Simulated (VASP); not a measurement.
## Mg: relaxation of cell and atoms with PBE

Crystal: Mg.

```
Mg
1.0
     2.54026    0.00000    0.00000
    -1.27013    2.19993    0.00000
     0.00000    0.00000    4.11522
Mg
2
Direct
  0.33333 0.66667 0.25000
  0.66667 0.33333 0.75000
```

```yaml
Program: VASP 6.6.1
Task: relaxation of cell and atoms
Functional: PBE
Potentials_or_basis: VASP PAW PBE potentials, release 64 (Mg)
Cutoff: 600 eV
k_mesh: 17 × 17 × 10
Occupations: fermi-dirac, width 0.1 eV
Spin: no spin polarisation
Target_pressure: 94 GPa
Dipole_correction: no
Further_INCAR_settings: ALGO = Normal; EDIFF = 1e-06; IBRION = 2; EDIFFG = -0.005; NSW = 60; ISIF = 3
```

The relaxed volume is 11.59 Å³/atom, the relaxed cell is a = 2.543 Å, b = 2.543 Å, c = 4.139 Å, α = 90.00°, β = 90.00°, γ = 120.00° and the space group after relaxing (to 0.1 Å) is P6_3/mmc (No. 194). The energy change on relaxing (the run minimises the enthalpy) is -55.0 meV/atom, the ionic steps are 4 and the pressure after relaxing is 94.0 GPa. The band gap on the k mesh is zero (bands 2 and 3 overlap by 2.61 eV).

Step by step:
```tsv
step	energy change (eV)	largest force (eV/Å)	pressure (GPa)	volume (Å³)
1	0.0000	0.0000	96.57	23.00
2	-0.3573	0.0000	88.21	23.62
3	-0.1152	0.0000	93.87	23.19
4	-0.1100	0.0000	93.99	23.18
```

Final structure:
```cif
data_structure
_symmetry_space_group_name_H-M 'P 1'
_symmetry_Int_Tables_number 1
_cell_length_a 2.5430
_cell_length_b 2.5430
_cell_length_c 4.1393
_cell_angle_alpha 90.000
_cell_angle_beta 90.000
_cell_angle_gamma 120.000
_cell_volume 23.18
loop_
_atom_site_label
_atom_site_type_symbol
_atom_site_fract_x
_atom_site_fract_y
_atom_site_fract_z
_atom_site_occupancy
Mg1 Mg 0.33333 0.66667 0.25000 1
Mg2 Mg 0.66667 0.33333 0.75000 1
```

Levels at points of the mesh, in eV from the Fermi level:
```csv
k point,band 1,band 2,band 3,band 4,band 5
"(0.00, 0.00, 0.00)",-10.43,-2.87,-1.32,15.41,15.41
"(0.00, 0.00, 0.50)",-8.25,-8.25,7.25,7.25,16.24
```

Run time: 55 s on 1 thread of Intel Xeon 8259CL, with other jobs on the host, peak memory 0.17 GiB.

Caveat: the cell is relaxed towards a set pressure, so the run minimises the enthalpy, not the energy.
